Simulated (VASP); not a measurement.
Wanted: the native input for a VASP 6.6.1 run.

* Task: single point
* Functional: PBE
* Potentials or basis: VASP PAW PBE potentials, release 64 (V_sv, Rh_pv, Br)
* Cutoff: 520 eV
* k mesh: 6 × 6 × 2
* Occupations: gaussian, width 0.1 eV
* Spin: collinear spin, ferromagnetic start
* Starting moments: [2.0, 2.0, 1.0, 1.0, 0.0, 0.0, 0.0, 0.0] μB
* Dipole correction: no
* Further INCAR settings: ALGO = Normal; EDIFF = 1e-06; NBANDS = 56

The structure of VRhBr2 lies in POSCAR:

```
VRhBr2
1.0
    3.4521687483      0.0000000000      0.0000000000
   -1.7260843742      2.9896658342      0.0000000000
    0.0000000000      0.0000000000     15.4502657268
V Rh Br
2 2 4
Direct
    0.3333333333      0.6666666667      0.7500000000
    0.6666666667      0.3333333333      0.2500000000
    0.0000000000      0.0000000000      0.5000000000
    0.0000000000      0.0000000000      0.0000000000
    0.3333333333      0.6666666667      0.4140000000
    0.6666666667      0.3333333333      0.9140000000
    0.6666666667      0.3333333333      0.5860000000
    0.3333333333      0.6666666667      0.0860000000
```

These files were run (other wordings do the same):

INCAR

```
PREC = Accurate
ENCUT = 520
EDIFF = 1E-6
ISMEAR = 0
SIGMA = 0.1
LREAL = False
LASPH = True
NELM = 150
ALGO = Normal
ISIF = 2
LWAVE = False
LCHARG = False
ISPIN = 2
MAGMOM = 2 2 1 1 0 0 0 0
LORBIT = 11
LMAXMIX = 4
GGA = PE
NBANDS = 56
```

KPOINTS

```
Automatic mesh
0
Gamma
  6 6 2
```

Potentials or basis: VASP PAW PBE potentials, release 64 (V_sv, Rh_pv, Br).

Run with:

```console
$ cat potpaw_PBE.64/V_sv/POTCAR potpaw_PBE.64/Rh_pv/POTCAR potpaw_PBE.64/Br/POTCAR > POTCAR
$ mpirun -np 1 vasp_std > vasp.out
```

It gave:

```
Pressure                                              : 13.3 GPa
Largest force                                         : 3.707 eV/Å
Net moment                                            : 0.14 μB per cell
Site moments                                          : V +0.04; Rh +0.01; Br -0.00 μB
Valence electrons inside the program's atomic spheres : V 11.15; Rh 14.12; Br 4.92
```

Caveat: the cell stands under pressure; the moments typed at the start vanished in this run; forces of over 1 eV/Å act on the atoms, so gaps and moduli don't describe the material at rest.

Run time: 7.5 min on 1 thread of Intel(R) Xeon(R) Platinum 8488C (Sapphire Rapids), on a shared host, peak memory 0.49 GiB.
